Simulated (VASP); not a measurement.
# MgO (P6_3/mmc) in VASP: single point with PBEsol

Aim: the single point of MgO with PBEsol.

Everything below comes from runs of VASP 6.6.1. Logs are shortened: lines on timing, memory, paths and dates and some standing lists are left out, and cuts for length are marked.

## (1) The cell of the first run

The structure is hexagonal, space group P6_3/mmc (No. 194). Conventional cell: a = 3.486 Å, b = 3.486 Å, c = 4.178 Å, α = 90.00°, β = 90.00°, γ = 120.00°. Mg (site symmetry -6m2) has 5 O at 2.01 to 2.09 Å within 2.7 Å. O (site symmetry -6m2) has 5 Mg at 2.01 to 2.09 Å within 2.7 Å.

## (2) Single point, PBEsol

Contents of INCAR:

```
SYSTEM = MgO
  ALGO = Normal
  EDIFF = 1E-7
  ENCUT = 520
  GGA = PS
  ISIF = 2
  ISMEAR = 0
  LASPH = .TRUE.
  LCHARG = .FALSE.
  LREAL = .FALSE.
  LWAVE = .FALSE.
  NBANDS = 16
  NELM = 100
  PREC = Accurate
  SIGMA = 0.01
```

Contents of KPOINTS:

```
k-points
0
G
  12 12 6
  0 0 0
```

Contents of POSCAR:

```
MgO
1.0
    3.4863778600      0.0000000000      0.0000000000
   -1.7431889300      3.0192918000      0.0000000000
    0.0000000000      0.0000000000      4.1780412200
Mg O
2 2
Direct
    0.6666666700      0.3333333300      0.7500000000
    0.3333333300      0.6666666700      0.2500000000
    0.6666666700      0.3333333300      0.2500000000
    0.3333333300      0.6666666700      0.7500000000
```

Potentials or basis: VASP PAW PBE potentials, release 64 (Mg, O).

Started as:

```bash
> cat potpaw_PBE.64/Mg/POTCAR potpaw_PBE.64/O/POTCAR > POTCAR
> mpirun -np 1 vasp_std > vasp.out
```

OUTCAR:

```text
SYSTEM = MgO
   EDIFF = 1E-7
   ENCUT = 520
   GGA = PS
   ISIF = 2
   ISMEAR = 0
   LASPH = .TRUE.
   LREAL = .FALSE.
   NELM = 100
   PREC = Accurate

 ion  position               nearest neighbor table
   1  0.667  0.333  0.750-   4 2.01   4 2.01   4 2.01   3 2.09   3 2.09   2 2.90   2 2.90   2 2.90
                             2 2.90   2 2.90   2 2.90
   2  0.333  0.667  0.250-   3 2.01   3 2.01   3 2.01   4 2.09   4 2.09   1 2.90   1 2.90   1 2.90
                             1 2.90   1 2.90   1 2.90
   3  0.667  0.333  0.250-   2 2.01   2 2.01   2 2.01   1 2.09   1 2.09
   4  0.333  0.667  0.750-   1 2.01   1 2.01   1 2.01   2 2.09   2 2.09

  LATTYP: Found a hexagonal cell.
 ALAT       =     3.4863778600
 C/A-ratio  =     1.1983902456

  Lattice vectors:

 A1 = (   3.4863778600,   0.0000000000,   0.0000000000)
 A2 = (  -1.7431889300,   3.0192918000,   0.0000000000)
 A3 = (   0.0000000000,   0.0000000000,   4.1780412200)

Analysis of symmetry for initial positions (statically):
=====================================================================
 Subroutine PRICEL returns:
 Original cell was already a primitive cell.

 Routine SETGRP: Setting up the symmetry group for a
 hexagonal supercell.

 Subroutine GETGRP returns: Found 24 space group operations
 (whereof 12 operations were pure point group operations)
 out of a pool of 24 trial point group operations.

The static configuration has the point symmetry D_3d.
 The point group associated with its full space group is D_6h.

Analysis of symmetry for dynamics (positions and initial velocities):
=====================================================================
 Subroutine PRICEL returns:
 Original cell was already a primitive cell.

 Routine SETGRP: Setting up the symmetry group for a
 hexagonal supercell.

 Subroutine GETGRP returns: Found 24 space group operations
 (whereof 12 operations were pure point group operations)
 out of a pool of 24 trial point group operations.

The dynamic configuration has the point symmetry D_3d.
 The point group associated with its full space group is D_6h.

 Subroutine INISYM returns: Found 24 space group operations
 (whereof 12 operations are pure point group operations),
 and found     1 'primitive' translations

----------------------------------------------------------------------------------------

                                     Primitive cell

  volume of cell :      43.9797

[... 90 lines left out ...]
   ENCUT  =  520.0 eV  38.22 Ry    6.18 a.u.   6.48  6.48  7.77*2*pi/ulx,y,z
   NELM   =    100;   NELMIN=  2; NELMDL= -5     # of ELM steps
   EDIFF  = 0.1E-06   stopping-criterion for ELM
   LREAL  =      F    real-space projection
   EDIFFG = 0.1E-05   stopping-criterion for IOM
   NSW    =      0    number of steps for IOM
   IBRION =     -1    ionic relax: 0-MD 1-quasi-New 2-CG
   NFREE  =      0    steps in history (QN), initial steepest desc. (CG)
   ISIF   =      2    stress and relaxation
   ISYM   =      2    0-nonsym 1-usesym 2-fastsym
   POTIM  = 0.5000    time-step for ionic-motion
   TEBEG  =    0.0;   TEEND  =   0.0 temperature during run
   PSTRESS=    0.0 pullay stress
   NELECT =      16.0000    total number of electrons
   NUPDOWN=      -1.0000    fix difference up-down
   EMIN   =  10.00;   EMAX   =-10.00  energy-range for DOS
   EFERMI =   0.00;   METHOD = LEGACY
   ISMEAR =     0;   SIGMA  =   0.01  broadening in eV -4-tet -1-fermi 0-gaus
   EFERMI_NEDOS =   21; number of points for ismear=-14 and -15
   IALGO  =     38    algorithm
   IMIX   =      4    mixing-type and parameters
     AMIX     =   0.40;   BMIX     =  1.00
     AMIX_MAG =   1.60;   BMIX_MAG =  1.00
  volume/ion in A,a.u.               =      10.99        74.20
  Fermi-wavevector in a.u.,A,eV,Ry     =   1.168685  2.208494 18.583167  1.365824
  Thomas-Fermi vector in A             =   2.305168
   LORBIT       =      0    0 simple, 1 ext, 2 COOP (PROOUT), +10 PAW based schemes
   GGA     = PS    functional components
   LHFCALC =     F    Hartree Fock is set to
   AEXX    =    0.0000 exact exchange contribution
   IVDW    =     0    specifies the selected vdW correction
   LEPSILON=     F    determine dielectric tensor
   LRPA    =     F    only Hartree local field effects (RPA)
 non-spin polarized calculation
 Gauss-broadening in eV      SIGMA  =   0.01
  energy-cutoff  :      520.00
  volume of cell :       43.98
 maximum number of plane-waves:      1204
 NGX is ok and might be reduce to    28
   NGX = 13   NGY = 13   NGZ = 15

 number of electron      15.9999999 magnetization

 Free energy of the ion-electron system (eV)
  ---------------------------------------------------
  ext. energy  EPLUGINS =         0.00000000
  ---------------------------------------------------
  free energy    TOTEN  =       -24.75822312 eV

  energy without entropy =      -24.75822312  energy(sigma->0) =      -24.75822312

 E-fermi :   1.9895     XC(G=0): -10.3132

 val. band max:        1.8828162101   @ k =   0.0000   0.0000   0.0000
 cond. band min:       5.1967671321   @ k =   0.0000   0.0000   0.0000
 fundamental gap:      3.3139509220
 Fermi energy:         1.9894978175

 k-point     1 :       0.0000    0.0000    0.0000
  band No.  band energies     occupation
      1     -14.9879      2.00000
      2     -13.5561      2.00000
      3      -1.8113      2.00000
      4       0.1269      2.00000
      5       0.1269      2.00000
      6       1.0703      2.00000
[... 433 lines left out ...]
      3      -1.6593      2.00000
      4      -0.8170      2.00000
      5      -0.2725      2.00000
      6      -0.0689      2.00000
[... 8 lines left out ...]
     15      15.9828      0.00000
     16      16.2576      0.00000

 [... further k-points ...]
[... 5 lines left out ...]
  --------------------------------------------------------------------------------------
  -------------------------------------------------------------------------------------
  Total        0.1800193      0.1800193      0.2597168      0.0000000     -0.0000000      0.0000000
  in kB        6.5580904      6.5580905      9.4614654      0.0000000     -0.0000000      0.0000000
  external PRESSURE =       7.5258821 kB  Pullay stress =       0.0000000 kB

 VOLUME and BASIS-vectors are now :
 -----------------------------------------------------------------------------
  energy-cutoff  :      520.00
  volume of cell :       43.98
      direct lattice vectors                 reciprocal lattice vectors
     3.486377860  0.000000000  0.000000000     0.286830642  0.165601748  0.000000000
    -1.743188930  3.019291800  0.000000000     0.000000000  0.331203496  0.000000000
     0.000000000  0.000000000  4.178041220     0.000000000  0.000000000  0.239346609

 POSITION                                       TOTAL-FORCE (eV/Angst)
 -----------------------------------------------------------------------------------
      1.74319      1.00643      3.13353         0.000000      0.000000      0.000000
     -0.00000      2.01286      1.04451         0.000000     -0.000000      0.000000
      1.74319      1.00643      1.04451        -0.000000      0.000000      0.000000
     -0.00000      2.01286      3.13353         0.000000     -0.000000      0.000000
 -----------------------------------------------------------------------------------
    total drift:                               -0.000004      0.000003     -0.000000

  FREE ENERGIE OF THE ION-ELECTRON SYSTEM (eV)
  ---------------------------------------------------
  free  energy   TOTEN  =       -24.7582231187 eV

  energy  without entropy=      -24.7582231187  energy(sigma->0) =      -24.75822312
```

OSZICAR:

```text
N       E                     dE             d eps       ncg     rms          rms(c)
DAV:   1     0.600502745460E+02    0.60050E+02   -0.76077E+03  2440   0.895E+02
DAV:   2    -0.244152013015E+02   -0.84465E+02   -0.76800E+02  3448   0.194E+02
DAV:   3    -0.283677253109E+02   -0.39525E+01   -0.39409E+01  2768   0.432E+01
DAV:   4    -0.283838982171E+02   -0.16173E-01   -0.16173E-01  2968   0.325E+00
DAV:   5    -0.283839778028E+02   -0.79586E-04   -0.79586E-04  2704   0.218E-01    0.105E+01
DAV:   6    -0.248697452918E+02    0.35142E+01   -0.89885E+00  2536   0.232E+01    0.349E+00
DAV:   7    -0.247972064191E+02    0.72539E-01   -0.14242E-01  2472   0.306E+00    0.207E+00
DAV:   8    -0.247603658259E+02    0.36841E-01   -0.91421E-02  2760   0.316E+00    0.503E-01
DAV:   9    -0.247577588725E+02    0.26070E-02   -0.64939E-03  2872   0.711E-01    0.109E-01
DAV:  10    -0.247582185184E+02   -0.45965E-03   -0.36261E-04  2472   0.148E-01    0.202E-02
DAV:  11    -0.247582249772E+02   -0.64588E-05   -0.13069E-05  2864   0.257E-02    0.163E-02
DAV:  12    -0.247582234063E+02    0.15709E-05   -0.33871E-06  2504   0.153E-02    0.471E-03
DAV:  13    -0.247582231038E+02    0.30246E-06   -0.81282E-07  2704   0.726E-03    0.416E-04
DAV:  14    -0.247582231187E+02   -0.14912E-07   -0.63038E-09  1312   0.750E-04
   1 F= -.24758223E+02 E0= -.24758223E+02  d E =-.244347E-54
```

stdout:

```text
POSCAR found type information on POSCAR MgO
 POSCAR found :  2 types and       4 ions
 scaLAPACK will be used
 -----------------------------------------------------------------------------
|                                                                             |
|                                                                             |
|     You enforced a specific xc type in the INCAR file but a different       |
|     I HOPE YOU KNOW WHAT YOU ARE DOING!                                     |
|                                                                             |
 -----------------------------------------------------------------------------

 LDA part: xc-table for (Slater+PW92), standard interpolation
 POSCAR, INCAR and KPOINTS ok, starting setup
 FFT: planning ... GRIDC
 FFT: planning ... GRID_SOFT
 FFT: planning ... GRID
 WAVECAR not read
 entering main loop
```

Run time: 83 s. Hardware: 1 thread of Intel Xeon 8259CL, shared host; peak memory 0.19 GiB.

Results:

| Property | Result |
| --- | --- |
| Free energy | -24.7582 eV |
| Pressure | 0.8 GPa |
| Band gap on the k mesh | 3.31 eV, direct |

Caveat: the PAW data sets were made with another functional, which shifts forces and pressure a little. A k mesh can miss the band edges.
